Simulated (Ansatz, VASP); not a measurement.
This is a calculation of Bi for Ansatz 0.2.0.

input.yaml

```yaml
crystal:
  lattice:
    - [-1.9814305318, 1.9814305318, 1.9814305318]
    - [1.9814305318, -1.9814305318, 1.9814305318]
    - [1.9814305318, 1.9814305318, -1.9814305318]
  atoms:
    - { symbol: Bi, position: [0.0, 0.0, 0.0] }
hamiltonian:
  xc: r2scan0
  pseudopotentials: { kind: paw }
kpoints:
  mp_grid: { grid: [5, 5, 5] }
scf:
  occupations: { method: fermi_dirac, width: 0.05 }
output:
  forces: true
  stress: true
  eigenvalues: true
```

Potentials or basis: Ansatz PAW.

The run is started by

```console
$ ansatz run input.yaml --threads 2 --pin off --max-ram 5632MiB --backend cpu --events-out ev --progress --plain --runs-dir out
```

Q: Set up the same calculation for VASP 6.6.1. Potentials there: VASP PAW PBE potentials, release 64 (Bi_d).

A: As run (the cutoff follows the program's own potentials):

The input POSCAR:

```
Bi
1.0
   -1.9814305318      1.9814305318      1.9814305318
    1.9814305318     -1.9814305318      1.9814305318
    1.9814305318      1.9814305318     -1.9814305318
Bi
1
Direct
    0.0000000000      0.0000000000      0.0000000000
```

The input INCAR.step1:

```
SYSTEM = Bi
PREC = Accurate ; ENCUT = 520
EDIFF = 1E-5 ; ISMEAR = -1
SIGMA = 0.05 ; LREAL = .False.
LASPH = .True. ; NELM = 100
ALGO = Normal ; ISIF = 2
LWAVE = .True. ; GGA = PE
NBANDS = 14
```

INCAR.step2

```
SYSTEM = Bi
PREC = Accurate ; ENCUT = 520
EDIFF = 1E-6 ; ISMEAR = -1
SIGMA = 0.05 ; LREAL = .False.
LASPH = .True. ; NELM = 100
ALGO = Normal ; ISIF = 2
LWAVE = .False. ; LCHARG = .True.
METAGGA = R2SCAN ; LHFCALC = .True.
AEXX = 0.25 ; LMIXTAU = .True.
PRECFOCK = Normal ; LELF = .True.
LVHAR = .True. ; ISTART = 1
NBANDS = 14
```

KPOINTS

```
regular mesh
0
Gamma
  5 5 5
  0 0 0
```

Potentials or basis: VASP PAW PBE potentials, release 64 (Bi_d).

Command:

```bash
$ cat potpaw_PBE.64/Bi_d/POTCAR > POTCAR
$ cp INCAR.step1 INCAR
$ mpirun -np 1 vasp_std > vasp.out
$ cp INCAR.step2 INCAR
$ mpirun -np 1 vasp_std > vasp.out
```

Both were run:

|  | VASP | Ansatz | Ansatz less VASP |
| --- | --- | --- | --- |
| gap on the k mesh at the Fermi level (eV) | none | none | - |
| pressure (GPa) | -2.6 | -2.5 | +0.14 |

VASP's potentials were made for PBE, not for r2SCAN0. A gap of «none» marks a metal or a gap that the smearing closes.

The k mesh is coarse, so the values compare programs but aren't converged. Neither program's run includes spin-orbit coupling.
